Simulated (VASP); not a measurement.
# TaAs: single point with PBEsol+U

The system is TaAs.

```xyz
4
Lattice="-1.7218 1.7218 5.8679 1.7218 -1.7218 5.8679 1.7218 1.7218 -5.8679" Properties=species:S:1:pos:R:3 pbc="T T T"
Ta    0.0000    0.0000    5.8676
Ta    1.7218    0.0000    2.9336
As    0.0000    0.0000    0.9698
As    0.0000    1.7218    3.9037
```

- Program: VASP 6.6.1
- Task: single point
- Functional: PBEsol
- Potentials or basis: VASP PAW PBE potentials, release 64 (Ta_pv, As)
- Cutoff: 520 eV
- k mesh: 11 × 11 × 11
- Occupations: fermi-dirac, width 0.05 eV
- Spin: no spin polarisation
- Hubbard terms: Ta d U = 4.0 eV
- Dipole correction: no
- k mesh for the DOS: 17 × 17 × 17
- Occupations for the DOS: tetrahedron
- Further INCAR settings: ALGO = Normal; EDIFF = 1e-06

The valence electrons inside the program's atomic spheres are Ta 8.70; As 2.98.

Levels at points of the mesh, in eV from the Fermi level:
```
           k point  band 14  band 15  band 16  band 17  band 18  band 19
(0.00, 0.00, 0.00)    -2.03    -1.81    -1.81     0.96     1.64     2.17
```

Eigenvalues of the final occupation matrices:
```
    site  spin  trace               eigenvalues
site 1 d     1   1.14  0.21 0.23 0.23 0.24 0.24
site 1 d     2   1.14  0.21 0.23 0.23 0.24 0.24
site 2 d     1   1.14  0.21 0.23 0.23 0.24 0.24
site 2 d     2   1.14  0.21 0.23 0.23 0.24 0.24
```

Run time: 9 min on 1 thread of AMD EPYC 9R45 96-Core Processor (Zen 5), on a shared host, peak memory 0.7 GiB.

Caveat: spin-orbit coupling is left out, which moves the levels of the heavy elements; U without spin polarisation on a metal has little footing; the U is typed as a test and isn't derived for this compound.
